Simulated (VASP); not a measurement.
# CsI: single point with PBE

Crystal: CsI.

```xyz
2
Lattice="4.5708 0.0000 0.0000 0.0000 4.5708 0.0000 0.0000 0.0000 4.5708" Properties=species:S:1:pos:R:3 pbc="T T T"
Cs    0.0000    0.0000    0.0000
I     2.2854    2.2854    2.2854
```

This cell differs from its parent crystal: volume scaled by 0.94.

| Property | Result |
| --- | --- |
| Program | VASP 6.6.1 |
| Task | single point |
| Functional | PBE |
| Potentials or basis | VASP PAW PBE potentials, release 64 (Cs_sv, I) |
| Cutoff | 500 eV |
| k mesh | 6 × 6 × 6 |
| Occupations | gaussian, width 0.02 eV |
| Spin | no spin polarisation |
| Dipole correction | no |
| Further INCAR settings | ALGO = Normal; EDIFF = 1e-06; NBANDS = 15 |

```
Pressure               : 0.8 GPa
Band gap on the k mesh : 3.87 eV, indirect (least direct gap 3.96 eV)
```

Levels at points of the mesh, in eV from the valence-band top:
```
           k point  band 5  band 6  band 7  band 8  band 9  band 10  band 11  band 12
(0.00, 0.00, 0.00)   -7.09   -0.09   -0.09   -0.09    3.87     4.18     4.18     7.76
(0.50, 0.00, 0.00)   -7.03   -1.55   -0.24   -0.24    5.20     6.48     6.72     6.82
(0.50, 0.50, 0.00)   -6.99   -0.86   -0.86    0.00    4.24     4.92     6.10     6.10
(0.50, 0.50, 0.50)   -7.34   -1.30   -1.30   -1.30    7.17     7.17     7.17     7.85
```

It took 31 s on 1 thread of Intel Xeon 8259CL, on a shared host, peak memory 0.22 GiB.

Caveat: spin-orbit coupling is left out, which moves the levels of the heavy elements. A k mesh can miss the band edges.
